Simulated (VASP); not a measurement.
Wanted: the native input for a VASP 6.6.1 run.

- Task: single point
- Functional: HSE06
- Potentials or basis: VASP PAW PBE potentials, release 64 (Pb_d)
- Cutoff: 520 eV
- k mesh: 5 × 5 × 5
- Occupations: fermi-dirac, width 0.05 eV
- Spin: no spin polarisation
- Dipole correction: no
- Grid for exact exchange (PRECFOCK): Normal
- Further INCAR settings: ALGO = Normal; EDIFF = 1e-06; NBANDS = 13
- Share of exact exchange: 0.25
- Screening parameter: 0.2079 1/Å

Pb:

```
Pb
1.0
     0.00000    2.42450    2.42450
     2.42450    0.00000    2.42450
     2.42450    2.42450    0.00000
Pb
1
Direct
  0.00000 0.00000 0.00000
```

These files were run (other wordings do the same):

POSCAR

```
Pb
1.0
    0.0000000000      2.4244952108      2.4244952108
    2.4244952108      0.0000000000      2.4244952108
    2.4244952108      2.4244952108      0.0000000000
Pb
1
Direct
    0.0000000000      0.0000000000      0.0000000000
```

INCAR.step1

```
SYSTEM = Pb
  ALGO = Normal
  EDIFF = 1E-5
  ENCUT = 520
  GGA = PE
  ISIF = 2
  ISMEAR = -1
  LASPH = .TRUE.
  LCHARG = .FALSE.
  LREAL = .FALSE.
  LWAVE = .TRUE.
  NBANDS = 13
  NELM = 100
  PREC = Accurate
  SIGMA = 0.05
```

INCAR.step2

```
SYSTEM = Pb
  ALGO = Normal
  EDIFF = 1E-6
  ENCUT = 520
  GGA = PE
  HFSCREEN = 0.2079
  ISIF = 2
  ISMEAR = -1
  ISTART = 1
  LASPH = .TRUE.
  LCHARG = .FALSE.
  LHFCALC = .TRUE.
  LREAL = .FALSE.
  LWAVE = .FALSE.
  NBANDS = 13
  NELM = 100
  PREC = Accurate
  PRECFOCK = Normal
  SIGMA = 0.05
```

KPOINTS

```
k-points
0
G
  5 5 5
  0 0 0
```

Potentials or basis: VASP PAW PBE potentials, release 64 (Pb_d).

Launch:

```console
$ cat potpaw_PBE.64/Pb_d/POTCAR > POTCAR
$ cp INCAR.step1 INCAR
$ mpirun -np 1 vasp_std > vasp.out
$ cp INCAR.step2 INCAR
$ mpirun -np 1 vasp_std > vasp.out
```

Results of the run:

```yaml
Pressure: 4.0 GPa
Band_gap_on_the_k_mesh: zero (bands 7 and 8 overlap by 9.50 eV)
```

Caveat: the k points lie up to 0.45 Å⁻¹ apart, too coarse for converged energies and pressures of a metal; the PAW data sets were made with another functional, which shifts forces and pressure a little; spin-orbit coupling is left out, which moves the levels of the heavy elements.

It took 7.9 min on 1 thread of Intel(R) Xeon(R) Platinum 8259CL CPU @ 2.50GHz (Skylake/Cascade Lake) (shared host), peak memory 0.26 GiB.
